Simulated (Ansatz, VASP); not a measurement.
# One calculation of ZnS, two programs

INCAR

```
  PREC = Accurate
  ENCUT = 520
  EDIFF = 1E-7
  ISMEAR = -1
  SIGMA = 0.05
  LREAL = False
  LASPH = True
  NELM = 80
  ALGO = Normal
  ISIF = 2
  LWAVE = False
  LCHARG = False
  GGA = B5
  ALDAX = 1.0
  AGGAX = 1.0
  AGGAC = 1.0
  ALDAC = 0.0
  IVDW = 12
  VDW_S6 = 1.0
  VDW_S8 = 2.6996
  VDW_A1 = 0.4298
  VDW_A2 = 4.2359
  NBANDS = 16
```

Contents of KPOINTS:

```
Automatic mesh
0
Gamma
  9 9 9
```

File POSCAR:

```
ZnS
1.0
    0.0000000000      2.6468416657      2.6468416657
    2.6468416657      0.0000000000      2.6468416657
    2.6468416657      2.6468416657      0.0000000000
Zn S
1 1
Direct
    0.7500000000      0.7500000000      0.7500000000
    0.0000000000      0.0000000000      0.0000000000
```

File input.yaml:

```yaml
crystal:
  lattice:
    - [0.0, 2.6468416657, 2.6468416657]
    - [2.6468416657, 0.0, 2.6468416657]
    - [2.6468416657, 2.6468416657, 0.0]
  atoms:
    - { symbol: Zn, position: [0.75, 0.75, 0.75] }
    - { symbol: S, position: [0.0, 0.0, 0.0] }
hamiltonian:
  xc: blyp
  pseudopotentials: { kind: paw }
  dispersion: d3bj
kpoints:
  mp_grid: { grid: [9, 9, 9] }
scf:
  occupations: { method: fermi_dirac, width: 0.05 }
output:
  forces: true
  stress: true
  eigenvalues: true
```

Alike in both runs: task single point; functional BLYP; dispersion D3(BJ); k mesh 9 × 9 × 9; occupations fermi-dirac, width 0.05 eV; no spin polarisation.

```csv
,VASP,Ansatz
version,VASP 6.6.1,Ansatz 0.2.0
potentials or method,"VASP PAW PBE potentials, release 64 (Zn, S)",Ansatz PAW
plane-wave cutoff (eV),520,420
valence electrons in the cell,18,18
```

|  | VASP | Ansatz | Ansatz less VASP |
| --- | --- | --- | --- |
| gap on the k mesh at the Fermi level (eV) | 2.42 | 2.38 | -0.038 |
| least direct gap on the mesh (eV) | 2.42 | 2.38 | -0.038 |
| pressure (GPa) | 4.5 | 4.3 | -0.17 |

VASP's potentials were made for PBE, not for BLYP.

Noted on Ansatz's run: odd divisions of the mesh miss points on the zone boundary, where band edges often lie, so the gap on the mesh can be too wide.
